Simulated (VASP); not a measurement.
**H: single point with PBE**

H:

```
CELL_PARAMETERS angstrom
-1.89699 1.89699 2.39024
1.89699 -1.89699 2.39024
1.89699 1.89699 -2.39024
ATOMIC_POSITIONS crystal
H 0.92115 0.92115 0.00000
H 0.07885 0.07885 0.00000
```

This cell differs from its parent crystal: volume changed by +5%.

```yaml
Program: VASP 6.6.1
Task: single point
Functional: PBE
Potentials_or_basis: VASP PAW PBE potentials, release 64 (H)
Cutoff: 500 eV
k_mesh: 4 × 4 × 4
Occupations: gaussian, width 0.01 eV
Spin: no spin polarisation
Dipole_correction: no
Further_INCAR_settings: ALGO = Normal; EDIFF = 1e-06; NBANDS = 8
```

```
Pressure               : -0.3 GPa
Largest force          : 0.112 eV/Å
Band gap on the k mesh : 9.36 eV, indirect (least direct gap 9.75 eV)
```

Forces in eV/Å, atoms in the order of the input:
```
H    0.000  0.000  0.112
H    0.000  0.000 -0.112
```

Stress tensor (GPa, compression positive):
```
-0.20  0.00  0.00
 0.00 -0.20  0.00
 0.00  0.00 -0.64
```

Levels at points of the mesh, in eV from the valence-band top:
```tsv
k point	band 1	band 2	band 3	band 4	band 5	band 6
(0.00, 0.00, 0.00)	-1.18	11.76	15.32	20.38	20.38	22.32
(0.50, 0.00, 0.00)	-0.39	9.36	15.08	16.61	18.19	20.75
(0.50, 0.50, 0.00)	-0.26	10.81	13.05	14.76	16.83	17.83
(0.50, 0.50, 0.50)	0.00	10.00	14.55	15.09	15.09	17.03
```

Run time: 3.4 s on 1 thread of Intel(R) Xeon(R) 6975P-C (Granite Rapids), on a shared host, peak memory 0.14 GiB.

Caveat: the k points lie up to 0.59 Å⁻¹ apart. A k mesh can miss the band edges.
